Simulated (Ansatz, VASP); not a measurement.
HgTe in VASP and in Ansatz

```
CELL_PARAMETERS angstrom
0.00000 2.98091 2.98091
2.98091 0.00000 2.98091
2.98091 2.98091 0.00000
ATOMIC_POSITIONS crystal
Hg 0.00000 0.00000 0.00000
Te 0.25000 0.25000 0.25000
```

Change from the starting cell: volume scaled by 0.72, LAPW.

Alike in both runs: task single point; functional PBE; k mesh 11 × 11 × 11; occupations fermi-dirac, width 0.05 eV; no spin polarisation.

```csv
,VASP,Ansatz
version,VASP 6.6.1,Ansatz 0.2.0
potentials or method,"VASP PAW PBE potentials, release 64 (Hg, Te), cutoff 520 eV","all-electron LAPW, scalar-relativistic"
```

|  | VASP | Ansatz | Ansatz less VASP |
| --- | --- | --- | --- |
| pressure (GPa) | 26.4 | 26.2 | -0.25 |

Ansatz ran all-electron here, and VASP with PAW potentials.

Spin-orbit coupling is off throughout.
